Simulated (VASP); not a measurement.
Input of a VASP 6.6.1 run:

Contents of INCAR:

```
  ALGO = Normal
  EDIFF = 1E-6
  ENCUT = 520
  GGA = PE
  ISIF = 2
  ISMEAR = 0
  LASPH = T
  LCHARG = T
  LELF = T
  LREAL = F
  LVHAR = T
  LWAVE = F
  NBANDS = 16
  NELM = 80
  PREC = Accurate
  SIGMA = 0.011
```

Contents of KPOINTS:

```
k-points
0
Gamma
  8 8 4
```

Contents of POSCAR:

```
Si
1.0
    3.8313174605      0.0000000000      0.0000000000
   -1.9156587303      3.3180182508      0.0000000000
    0.0000000000      0.0000000000      6.3326220002
Si
4
Direct
    0.6666666667      0.3333333333      0.9369905000
    0.3333333333      0.6666666667      0.4369905000
    0.6666666667      0.3333333333      0.5630095000
    0.3333333333      0.6666666667      0.0630095000
```

Potentials or basis: VASP PAW PBE potentials, release 64 (Si).

Command:

```sh
$ cat potpaw_PBE.64/Si/POTCAR > POTCAR
$ mpirun -np 1 vasp_std > vasp.out
```

(1) What does it give for the pressure?

(2) What does it give for the band gap on the k mesh?

(3) Predict the largest force.

Results:

(1) 1.4 GPa.

(2) 0.42 eV, indirect (least direct gap 1.03 eV).

(3) 0.008 eV/Å.
